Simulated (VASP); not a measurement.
Ba:

```
CELL_PARAMETERS angstrom
-2.50650 2.50650 2.50650
2.50650 -2.50650 2.50650
2.50650 2.50650 -2.50650
ATOMIC_POSITIONS crystal
Ba 0.00000 0.00000 0.00000
```

| Property | Result |
| --- | --- |
| Program | VASP 6.6.1 |
| Task | relaxation of volume and atoms at fixed shape |
| Functional | r2SCAN |
| Potentials or basis | VASP PAW PBE potentials, release 64 (Ba_sv) |
| Cutoff | 600 eV |
| k mesh | 6 × 6 × 6 |
| Occupations | gaussian, width 0.1 eV |
| Spin | no spin polarisation |

At the start: pressure 0.4 GPa; volume 62.99 Å³/atom.

**Question.** How do energy, volume and symmetry change on relaxing?

**Answer.** Over 3 steps the energy falls by 4.0 meV/atom and the volume is 65.53 Å³/atom (+4.0 %); space group Im-3m (No. 229, to 0.1 Å) before and after.

Step by step:
| step | energy change (eV) | largest force (eV/Å) | pressure (GPa) | volume (Å³) |
| --- | --- | --- | --- | --- |
| 1 | 0.0000 | 0.0000 | 0.44 | 62.99 |
| 2 | -0.0032 | 0.0000 | 0.19 | 64.58 |
| 3 | -0.0040 | 0.0000 | 0.07 | 65.53 |

Final structure:
```cif
data_structure
_symmetry_space_group_name_H-M 'P 1'
_symmetry_Int_Tables_number 1
_cell_length_a 4.3990
_cell_length_b 4.3990
_cell_length_c 4.3990
_cell_angle_alpha 109.471
_cell_angle_beta 109.471
_cell_angle_gamma 109.471
_cell_volume 65.53
loop_
_atom_site_label
_atom_site_type_symbol
_atom_site_fract_x
_atom_site_fract_y
_atom_site_fract_z
_atom_site_occupancy
Ba1 Ba 0.00000 0.00000 0.00000 1
```

Caveat: the PAW data sets were made with another functional, which shifts forces and pressure a little.
